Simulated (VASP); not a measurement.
Write the native input for VASP 6.6.1 that does the following.

```
Task                   : single point
Functional             : BLYP
Potentials or basis    : VASP PAW PBE potentials, release 64 (Ba_sv, V_sv, Tl_d, O)
Cutoff                 : 600 eV
k mesh                 : 3 × 3 × 2
Occupations            : fermi-dirac, width 0.05 eV
Spin                   : collinear spin, ferromagnetic start
Starting moments       : [0.0, 0.0, 2.0, 2.0, 2.0, 0.0, 0.0, 0.0, 0.0, 0.0, 0.0, 0.0, 0.0, 0.0, 0.0, 0.0, 0.0, 0.0, 0.0, 0.0, 0.0, 0.0] μB
Dipole correction      : no
Further INCAR settings : ALGO = Normal; EDIFF = 1e-06; NBANDS = 119
```

The structure of Ba2Tl5V3O12 lies in POSCAR:

```
Ba2Tl5V3O12
1.0
    6.7059558994      0.1113355355      0.0811938968
    2.9573730480      8.8498828138      0.1502960605
    2.8082771928      2.7615363943      9.5669516003
Ba V Tl O
2 3 5 12
Direct
    0.7958794123      0.0732540797      0.0008150777
    0.2254091983      0.9476617334      0.3392066637
    0.7666629212      0.7093970445      0.3431157779
    0.2398716288      0.2683618013      0.0363288139
    0.0360612737      0.0647365437      0.6543031074
    0.2499385082      0.3809332283      0.3508247988
    0.5891269293      0.3506409671      0.5935313460
    0.5930372044      0.8724398895      0.6532049390
    0.7134597412      0.5457235947      0.1242557348
    0.1437974480      0.6352096319      0.7611067841
    0.2859593555      0.0759120918      0.5426986343
    0.8444817142      0.5079206651      0.3456876141
    0.3856142035      0.2053844696      0.1706854639
    0.8852407798      0.0451360752      0.5532688240
    0.0984738412      0.4702424456      1.0066631022
    0.5550488017      0.7365619836      0.4829386235
    0.9072520211      0.2303728810      0.7125008995
    0.6585239097      0.8210287571      0.1909615889
    0.0633561375      0.1478688290      0.0948670746
    0.0571845306      0.9052471077      0.8058208454
    0.4259223316      0.2373782454      0.8906501225
    0.9796981082      0.7685879348      0.3465541638
```

These files were run (other wordings do the same):

INCAR

```
SYSTEM = Ba2Tl5V3O12
PREC = Accurate ; ENCUT = 600
EDIFF = 1E-6 ; ISMEAR = -1
SIGMA = 0.05 ; LREAL = .FALSE.
LASPH = .TRUE. ; NELM = 200
ALGO = Normal ; ISIF = 2
LWAVE = .FALSE. ; LCHARG = .TRUE.
ISPIN = 2 ; MAGMOM = 0 0 2 2 2 0 0 0 0 0 0 0 0 0 0 0 0 0 0 0 0 0
LORBIT = 11 ; LMAXMIX = 4
GGA = B5 ; ALDAX = 1.0
AGGAX = 1.0 ; AGGAC = 1.0
ALDAC = 0.0 ; LVHAR = .TRUE.
NBANDS = 119 ; GGA_COMPAT = .FALSE.
KPAR = 4
```

KPOINTS

```
Automatic mesh
0
G
  3 3 2
  0 0 0
```

Potentials or basis: VASP PAW PBE potentials, release 64 (Ba_sv, V_sv, Tl_d, O).

Run with:

```sh
$ cat potpaw_PBE.64/Ba_sv/POTCAR potpaw_PBE.64/V_sv/POTCAR potpaw_PBE.64/Tl_d/POTCAR potpaw_PBE.64/O/POTCAR > POTCAR
$ mpirun -np 4 vasp_std > vasp.out
```

It gave:

```
Pressure                                              : 0.6 GPa
Largest force                                         : 0.301 eV/Å
Band gap on the k mesh                                : 2.91 eV (least direct gap 3.03 eV)
Net moment                                            : 0.00 μB per cell
Valence electrons inside the program's atomic spheres : Ba 7.85; V 12.03, 12.05, 12.07; Tl 11.10, 11.11 (each value once); O 4.97, 4.96, 4.98, 4.99 (each value once)
```

Caveat: the PAW data sets were made with another functional, which shifts forces and pressure a little; spin-orbit coupling is left out, which moves the levels of the heavy elements; an odd mesh through Γ misses points on the zone boundary, where band edges can lie.

Wall time 19 min on 4 MPI ranks on Intel(R) Xeon(R) Platinum 8488C (Sapphire Rapids), with other jobs on the host, peak memory 1.8 GiB a rank.
